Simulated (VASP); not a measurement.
# Mg2C3 (C2/m) in VASP: a series of runs

Mg2C3 is run at these levels: PBEsol+D3(BJ), RPBE+D4, PBE+D4; tasks: single point.

All numbers are computed with VASP 6.6.1; they aren't measurements. Logs are shortened: lines on timing, memory, paths and dates and some standing lists are left out, and cuts for length are marked.

## (1) The cell of the first run

The structure is monoclinic, space group C2/m (No. 12). Conventional cell: a = 4.787 Å, b = 4.640 Å, c = 4.962 Å, α = 90.00°, β = 103.91°, γ = 90.00°. Within 3.5 Å of Mg (site symmetry m) lie 11 C at 2.23 to 3.43 Å and 9 Mg at 3.00 to 3.33 Å. Within 1.8 Å of C (site symmetry m) lie 1 C at 1.33 Å. C (site symmetry 2/m) has 2 C at 1.33 Å within 1.8 Å.

## (2) Single point, PBEsol+D3(BJ) (10.70 Å³/atom)

Contents of INCAR:

```
SYSTEM = Mg2C3
PREC = Accurate ; ENCUT = 520
EDIFF = 1E-6 ; ISMEAR = 0
SIGMA = 0.05 ; LREAL = .FALSE.
LASPH = .TRUE. ; NELM = 80
ALGO = Normal ; ISIF = 2
LWAVE = .FALSE. ; LCHARG = .TRUE.
GGA = PS ; IVDW = 12
LELF = .TRUE. ; LVHAR = .TRUE.
NBANDS = 16
```

Contents of KPOINTS:

```
Automatic mesh
0
G
  8 8 6
  0 0 0
```

Contents of POSCAR:

```
Mg2C3
1.0
    2.3935491909     -2.3201821649      0.0056092842
    2.3935491909      2.3201821649      0.0056092842
   -1.2043523607      0.0000000000      4.8139446316
Mg C
2 3
Direct
    0.8091400517      0.8091400517      0.2000259301
    0.1908599483      0.1908599483      0.7999740699
    0.2997304024      0.2997304024      0.2628490770
    0.7002695976      0.7002695976      0.7371509230
    0.5000000000      0.5000000000      0.5000000000
```

Potentials or basis: VASP PAW PBE potentials, release 64 (Mg, C).

The run is started by

```sh
> cat potpaw_PBE.64/Mg/POTCAR potpaw_PBE.64/C/POTCAR > POTCAR
> mpirun -np 1 vasp_std > vasp.out
```

OUTCAR:

```text
SYSTEM = Mg2C3
   PREC = Accurate
   ENCUT = 520
   EDIFF = 1E-6
   ISMEAR = 0
   LREAL = .FALSE.
   LASPH = .TRUE.
   NELM = 80
   ISIF = 2
   GGA = PS
   IVDW = 12
 IVDW          = 12

 ion  position               nearest neighbor table
   1  0.809  0.809  0.200-   4 2.23   3 2.29   5 2.34   3 2.34   3 2.34   3 2.53   5 2.79   5 2.79
                             4 2.84   2 3.00   2 3.02   2 3.02   2 3.10   2 3.14
   2  0.191  0.191  0.800-   3 2.23   4 2.29   5 2.34   4 2.34   4 2.34   4 2.53   5 2.79   5 2.79
                             3 2.84   1 3.00   1 3.02   1 3.02   1 3.10   1 3.14
   3  0.300  0.300  0.263-   5 1.33   2 2.23   1 2.29   1 2.34   1 2.34   1 2.53   2 2.84
   4  0.700  0.700  0.737-   5 1.33   1 2.23   2 2.29   2 2.34   2 2.34   2 2.53   1 2.84
   5  0.500  0.500  0.500-   3 1.33   4 1.33   1 2.34   2 2.34   2 2.79   2 2.79   1 2.79   1 2.79

  LATTYP: Found a base centered monoclinic cell.
 ALAT       =     4.7871115271
 B/A-ratio  =     0.9693453565
 C/A-ratio  =     1.0365980980
 COS(beta)  =    -0.2404258163

  Lattice vectors:

 A1 = (   2.3935491909,  -2.3201821649,   0.0056092842)
 A2 = (   2.3935491909,   2.3201821649,   0.0056092842)
 A3 = (  -1.2043523607,   0.0000000000,   4.8139446316)

Analysis of symmetry for initial positions (statically):
=====================================================================
 Subroutine PRICEL returns:
 Original cell was already a primitive cell.

 Routine SETGRP: Setting up the symmetry group for a
 base centered monoclinic supercell.

 Subroutine GETGRP returns: Found  4 space group operations
 (whereof  4 operations were pure point group operations)
 out of a pool of  4 trial point group operations.

The static configuration has the point symmetry C_2h.

Analysis of symmetry for dynamics (positions and initial velocities):
=====================================================================
 Subroutine PRICEL returns:
 Original cell was already a primitive cell.

 Routine SETGRP: Setting up the symmetry group for a
 base centered monoclinic supercell.

 Subroutine GETGRP returns: Found  4 space group operations
 (whereof  4 operations were pure point group operations)
 out of a pool of  4 trial point group operations.

The dynamic configuration has the point symmetry C_2h.

 Subroutine INISYM returns: Found  4 space group operations
 (whereof  4 operations are pure point group operations),
 and found     1 'primitive' translations

----------------------------------------------------------------------------------------

                                     Primitive cell

  volume of cell :      53.4995
[... 103 lines left out ...]
   POTIM  = 0.5000    time-step for ionic-motion
   TEBEG  =    0.0;   TEEND  =   0.0 temperature during run
   PSTRESS=    0.0 pullay stress
   NELECT =      16.0000    total number of electrons
   NUPDOWN=      -1.0000    fix difference up-down
   EMIN   =  10.00;   EMAX   =-10.00  energy-range for DOS
   EFERMI =   0.00;   METHOD = LEGACY
   ISMEAR =     0;   SIGMA  =   0.05  broadening in eV -4-tet -1-fermi 0-gaus
   EFERMI_NEDOS =   21; number of points for ismear=-14 and -15
   IALGO  =     38    algorithm
   IMIX   =      4    mixing-type and parameters
     AMIX     =   0.40;   BMIX     =  1.00
     AMIX_MAG =   1.60;   BMIX_MAG =  1.00
  volume/ion in A,a.u.               =      10.70        72.21
  Fermi-wavevector in a.u.,A,eV,Ry     =   1.094792  2.068856 16.307517  1.198569
  Thomas-Fermi vector in A             =   2.231103
   LORBIT       =      0    0 simple, 1 ext, 2 COOP (PROOUT), +10 PAW based schemes
   GGA     = PS    functional components
   LHFCALC =     F    Hartree Fock is set to
   AEXX    =    0.0000 exact exchange contribution
   IVDW    =    12    specifies the selected vdW correction
   LEPSILON=     F    determine dielectric tensor
   LRPA    =     F    only Hartree local field effects (RPA)
 non-spin polarized calculation
 Gauss-broadening in eV      SIGMA  =   0.05
  energy-cutoff  :      520.00
  volume of cell :       53.50
 maximum number of plane-waves:      1457
 NGX is ok and might be reduce to    28
   NGX = 13   NGY = 13   NGZ = 19

 number of electron      15.9999999 magnetization

 Free energy of the ion-electron system (eV)
  ---------------------------------------------------
  ext. energy  EPLUGINS =         0.00000000
  ---------------------------------------------------
  free energy    TOTEN  =       -31.34351373 eV

  energy without entropy =      -31.34351373  energy(sigma->0) =      -31.34351373

 E-fermi :   4.8786     XC(G=0): -10.6390

 val. band max:        4.6670948635   @ k =   0.0000   0.0000   0.5000
 cond. band min:       6.3746244734   @ k =   0.5000   0.5000   0.0000
 fundamental gap:      1.7075296099
 Fermi energy:         4.8786391265

 k-point     1 :       0.0000    0.0000    0.0000
  band No.  band energies     occupation
      1     -11.3992      2.00000
      2      -7.4005      2.00000
      3      -2.8066      2.00000
      4       0.5435      2.00000
      5       1.3133      2.00000
      6       1.7476      2.00000
[... 433 lines left out ...]
      3      -1.7506      2.00000
      4      -1.1317      2.00000
      5       0.4688      2.00000
      6       1.2694      2.00000
[... 8 lines left out ...]
     15      14.2883      0.00000
     16      15.0607      0.00000

 [... further k-points ...]

------------------------ aborting loop because EDIFF is reached ----------------------------------------

 Edisp (eV)   -1.01279

 E8    (eV) :    -0.6134

  FORCE on cell =-STRESS in cart. coord.  units (eV):
  Direction    XX          YY          ZZ          XY          YZ          ZX
  --------------------------------------------------------------------------------------
  -------------------------------------------------------------------------------------
  Total      -0.78209    -0.81244    -0.66245     0.00000     0.00000     0.09647
  in kB     -23.42173   -24.33047   -19.83884     0.00000     0.00000     2.88894
  external pressure =      -22.53 kB  Pullay stress =        0.00 kB

 VOLUME and BASIS-vectors are now :
 -----------------------------------------------------------------------------
  energy-cutoff  :      520.00
  volume of cell :       53.50
      direct lattice vectors                 reciprocal lattice vectors
     2.393549191 -2.320182165  0.005609284     0.208772406 -0.215500320  0.052230667
     2.393549191  2.320182165  0.005609284     0.208772406  0.215500320  0.052230667
    -1.204352361  0.000000000  4.813944632    -0.000486530  0.000000000  0.207608131

 POSITION                                       TOTAL-FORCE (eV/Angst)
 -----------------------------------------------------------------------------------
      3.63253      0.00000      0.97199         0.000356      0.000000     -0.007056
     -0.04979      0.00000      3.85317        -0.000356      0.000000      0.007056
      1.11828      0.00000      1.26870        -0.036598      0.000000     -0.062726
      2.46447      0.00000      3.55646         0.036598      0.000000      0.062726
      1.79137      0.00000      2.41258        -0.000000      0.000000      0.000000
 -----------------------------------------------------------------------------------
    total drift:                                0.000000      0.000000      0.000000

  FREE ENERGIE OF THE ION-ELECTRON SYSTEM (eV)
  ---------------------------------------------------
  free  energy   TOTEN  =       -32.3563037642 eV

  energy  without entropy=      -32.3563037642  energy(sigma->0) =      -32.35630376
```

stdout:

```text
POSCAR found type information on POSCAR MgC
 POSCAR found :  2 types and       5 ions
 scaLAPACK will be used
 -----------------------------------------------------------------------------
|                                                                             |
|                                                                             |
|     You enforced a specific xc type in the INCAR file but a different       |
|     I HOPE YOU KNOW WHAT YOU ARE DOING!                                     |
|                                                                             |
 -----------------------------------------------------------------------------

 LDA part: xc-table for (Slater+PW92), standard interpolation
 POSCAR, INCAR and KPOINTS ok, starting setup
 FFT: planning ... GRIDC
 FFT: planning ... GRID_SOFT
 FFT: planning ... GRID
 WAVECAR not read
 entering main loop
```

Run time: 2.4 min. Hardware: 1 thread of Intel Xeon 8259CL, shared host; peak memory 0.25 GiB.

What came out:

| Quantity | Value |
| --- | --- |
| Free energy | -32.3563 eV |
| Pressure | -2.3 GPa |
| Largest force | 0.073 eV/Å |
| Band gap on the k mesh | 1.71 eV (least direct gap 2.43 eV) |
| Dispersion energy per atom | -0.203 eV |

Forces in eV/Å, atoms in the order of the input:
```
Mg   0.000  0.000 -0.007
Mg   0.000  0.000  0.007
C   -0.037  0.000 -0.063
C    0.037  0.000  0.063
C    0.000  0.000  0.000
```

Caveat: the PAW data sets were made with another functional, which shifts forces and pressure a little.

## (3) Single point, RPBE+D4 (10.80 Å³/atom)

This run uses another cell than the first one, of 10.80 Å³/atom.

Contents of INCAR:

```
  PREC = Accurate
  ENCUT = 520
  EDIFF = 1E-6
  ISMEAR = 0
  SIGMA = 0.05
  LREAL = False
  LASPH = True
  NELM = 60
  ALGO = Normal
  ISIF = 2
  LWAVE = False
  LCHARG = True
  GGA = RP
  IVDW = 13
  LELF = True
  LVHAR = True
  NBANDS = 16
```

Contents of KPOINTS:

```
regular mesh
0
Gamma
  8 8 6
```

Contents of POSCAR:

```
Mg2C3
1.0
    2.4013575192     -2.3261500254      0.0014284995
    2.4013575192      2.3261500254      0.0014284995
   -1.2169473295      0.0000000000      4.8317998743
Mg C
2 3
Direct
    0.8097326323      0.8097326323      0.2008961477
    0.1902673677      0.1902673677      0.7991038523
    0.2996617209      0.2996617209      0.2622827321
    0.7003382791      0.7003382791      0.7377172679
    0.5000000000      0.5000000000      0.5000000000
```

Potentials or basis: VASP PAW PBE potentials, release 64 (Mg, C).

The run is started by

```sh
> cat potpaw_PBE.64/Mg/POTCAR potpaw_PBE.64/C/POTCAR > POTCAR
> mpirun -np 1 vasp_std > vasp.out
```

OUTCAR:

```text
PREC = Accurate
   ENCUT = 520
   EDIFF = 1E-6
   ISMEAR = 0
   LREAL = False
   LASPH = True
   NELM = 60
   ISIF = 2
   GGA = RP
   IVDW = 13

 ion  position               nearest neighbor table
   1  0.810  0.810  0.201-   4 2.24   3 2.30   3 2.35   3 2.35   5 2.35   3 2.54   5 2.79   5 2.79
                             4 2.85   2 3.02   2 3.03   2 3.03   2 3.09   2 3.16
   2  0.190  0.190  0.799-   3 2.24   4 2.30   4 2.35   4 2.35   5 2.35   4 2.54   5 2.79   5 2.79
                             3 2.85   1 3.02   1 3.03   1 3.03   1 3.09   1 3.16
   3  0.300  0.300  0.262-   5 1.33   2 2.24   1 2.30   1 2.35   1 2.35   1 2.54   2 2.85
   4  0.700  0.700  0.738-   5 1.33   1 2.24   2 2.30   2 2.35   2 2.35   2 2.54   1 2.85
   5  0.500  0.500  0.500-   3 1.33   4 1.33   1 2.35   2 2.35   2 2.79   2 2.79   1 2.79   1 2.79

  LATTYP: Found a base centered monoclinic cell.
 ALAT       =     4.8027158882
 B/A-ratio  =     0.9686810878
 C/A-ratio  =     1.0374744734
 COS(beta)  =    -0.2436578560

  Lattice vectors:

 A1 = (   2.4013575192,  -2.3261500254,   0.0014284995)
 A2 = (   2.4013575192,   2.3261500254,   0.0014284995)
 A3 = (  -1.2169473295,   0.0000000000,   4.8317998743)

Analysis of symmetry for initial positions (statically):
=====================================================================
 Subroutine PRICEL returns:
 Original cell was already a primitive cell.

 Routine SETGRP: Setting up the symmetry group for a
 base centered monoclinic supercell.

 Subroutine GETGRP returns: Found  4 space group operations
 (whereof  4 operations were pure point group operations)
 out of a pool of  4 trial point group operations.

The static configuration has the point symmetry C_2h.

Analysis of symmetry for dynamics (positions and initial velocities):
=====================================================================
 Subroutine PRICEL returns:
 Original cell was already a primitive cell.

 Routine SETGRP: Setting up the symmetry group for a
 base centered monoclinic supercell.

 Subroutine GETGRP returns: Found  4 space group operations
 (whereof  4 operations were pure point group operations)
[... 135 lines left out ...]
   AEXX    =    0.0000 exact exchange contribution
   IVDW    =    13    specifies the selected vdW correction
   LEPSILON=     F    determine dielectric tensor
   LRPA    =     F    only Hartree local field effects (RPA)
 non-spin polarized calculation
 Gauss-broadening in eV      SIGMA  =   0.05
  energy-cutoff  :      520.00
  volume of cell :       53.99
 maximum number of plane-waves:      1470
 NGX is ok and might be reduce to    28
   NGX = 13   NGY = 13   NGZ = 19

 number of electron      15.9999999 magnetization

 Free energy of the ion-electron system (eV)
  ---------------------------------------------------
  ext. energy  EPLUGINS =         0.00000000
  ---------------------------------------------------
  free energy    TOTEN  =       -27.91592838 eV

  energy without entropy =      -27.91592838  energy(sigma->0) =      -27.91592838

 E-fermi :   5.0848     XC(G=0): -10.3169

 val. band max:        4.8329022134   @ k =  -0.0000  -0.0000   0.5000
 cond. band min:       6.5975229392   @ k =   0.5000   0.5000  -0.0000
 fundamental gap:      1.7646207259
 Fermi energy:         5.0847932400

 k-point     1 :       0.0000    0.0000    0.0000
  band No.  band energies     occupation
      1     -11.2961      2.00000
      2      -7.2997      2.00000
      3      -2.6524      2.00000
      4       0.7425      2.00000
      5       1.4799      2.00000
      6       1.8678      2.00000
[... 433 lines left out ...]
      3      -1.5658      2.00000
      4      -0.8953      2.00000
      5       0.5600      2.00000
      6       1.4259      2.00000
[... 8 lines left out ...]
     15      14.5349      0.00000
     16      15.2535      0.00000

 [... further k-points ...]

------------------------ aborting loop because EDIFF is reached ----------------------------------------

  DFT-D4 for vdW energy calculation

  Edisp (eV):   -1.67453

  FORCE on cell =-STRESS in cart. coord.  units (eV):
  Direction    XX          YY          ZZ          XY          YZ          ZX
  --------------------------------------------------------------------------------------
  -------------------------------------------------------------------------------------
  Total      -0.13179    -0.17158    -0.02817     0.00000     0.00000     0.09617
  in kB      -3.91103    -5.09201    -0.83591     0.00000     0.00000     2.85410
  external pressure =       -3.28 kB  Pullay stress =        0.00 kB

 VOLUME and BASIS-vectors are now :
 -----------------------------------------------------------------------------
  energy-cutoff  :      520.00
  volume of cell :       53.99
      direct lattice vectors                 reciprocal lattice vectors
     2.401357519 -2.326150025  0.001428499     0.208184368 -0.214947443  0.052433755
     2.401357519  2.326150025  0.001428499     0.208184368  0.214947443  0.052433755
    -1.216947329  0.000000000  4.831799874    -0.000123098  0.000000000  0.206931210

 POSITION                                       TOTAL-FORCE (eV/Angst)
 -----------------------------------------------------------------------------------
      3.64444      0.00000      0.97300        -0.001049      0.000000     -0.010460
     -0.05867      0.00000      3.86165         0.001049      0.000000      0.010460
      1.12001      0.00000      1.26815        -0.036129      0.000000     -0.052102
      2.46576      0.00000      3.56650         0.036129      0.000000      0.052102
      1.79288      0.00000      2.41733         0.000000      0.000000     -0.000000
 -----------------------------------------------------------------------------------
    total drift:                               -0.000000      0.000000      0.000000

  FREE ENERGIE OF THE ION-ELECTRON SYSTEM (eV)
  ---------------------------------------------------
  free  energy   TOTEN  =       -29.5904552521 eV

  energy  without entropy=      -29.5904552521  energy(sigma->0) =      -29.59045525
```

OSZICAR:

```text
N       E                     dE             d eps       ncg     rms          rms(c)
DAV:   1     0.377972126058E+02    0.37797E+02   -0.68580E+03  3648   0.866E+02
DAV:   2    -0.281037842439E+02   -0.65901E+02   -0.59992E+02  5000   0.160E+02
DAV:   3    -0.319033249603E+02   -0.37995E+01   -0.37772E+01  4856   0.383E+01
DAV:   4    -0.319342845448E+02   -0.30960E-01   -0.30954E-01  4496   0.418E+00
DAV:   5    -0.319345807830E+02   -0.29624E-03   -0.29623E-03  4904   0.395E-01    0.964E+00
DAV:   6    -0.281908973913E+02    0.37437E+01   -0.55677E+00  4664   0.139E+01    0.423E+00
DAV:   7    -0.279227280122E+02    0.26817E+00   -0.12865E+00  5216   0.697E+00    0.228E+00
DAV:   8    -0.279156730651E+02    0.70549E-02   -0.49198E-02  4304   0.152E+00    0.490E-01
DAV:   9    -0.279157338732E+02   -0.60808E-04   -0.51021E-03  4944   0.543E-01    0.148E-01
DAV:  10    -0.279158928008E+02   -0.15893E-03   -0.79702E-04  4616   0.176E-01    0.509E-02
DAV:  11    -0.279159298696E+02   -0.37069E-04   -0.95640E-05  4728   0.772E-02    0.169E-02
DAV:  12    -0.279159282966E+02    0.15730E-05   -0.10605E-05  4864   0.220E-02    0.385E-03
DAV:  13    -0.279159283843E+02   -0.87703E-07   -0.92964E-07  2872   0.650E-03
   1 F= -.29590455E+02 E0= -.29590455E+02  d E =-.698341E-15
```

stdout:

```text
POSCAR found type information on POSCAR MgC
 POSCAR found :  2 types and       5 ions
 scaLAPACK will be used
 -----------------------------------------------------------------------------
|                                                                             |
|                                                                             |
|     You enforced a specific xc type in the INCAR file but a different       |
|     I HOPE YOU KNOW WHAT YOU ARE DOING!                                     |
|                                                                             |
 -----------------------------------------------------------------------------

 LDA part: xc-table for (Slater+PW92), standard interpolation
 POSCAR, INCAR and KPOINTS ok, starting setup
 FFT: planning ... GRIDC
 FFT: planning ... GRID_SOFT
 FFT: planning ... GRID
 WAVECAR not read
 entering main loop
```

It took 2.7 min on 1 thread of Intel Xeon 8259CL, shared host; peak memory 0.24 GiB.

What came out:

```yaml
Free_energy: -29.5905 eV
Pressure: -0.3 GPa
Largest_force: 0.063 eV/Å
Band_gap_on_the_k_mesh: 1.76 eV (least direct gap 2.44 eV)
Dispersion_energy_per_atom: -0.335 eV
```

Forces in eV/Å, atoms in the order of the input:
```
Mg  -0.001  0.000 -0.010
Mg   0.001  0.000  0.010
C   -0.036  0.000 -0.052
C    0.036  0.000  0.052
C    0.000  0.000  0.000
```

Stress tensor (GPa, compression positive):
```
-0.39  0.00  0.29
 0.00 -0.51  0.00
 0.29  0.00 -0.08
```

Caveat: the PAW data sets were made with another functional, which shifts forces and pressure a little. A k mesh can miss the band edges.

[end of part 1 of 2]
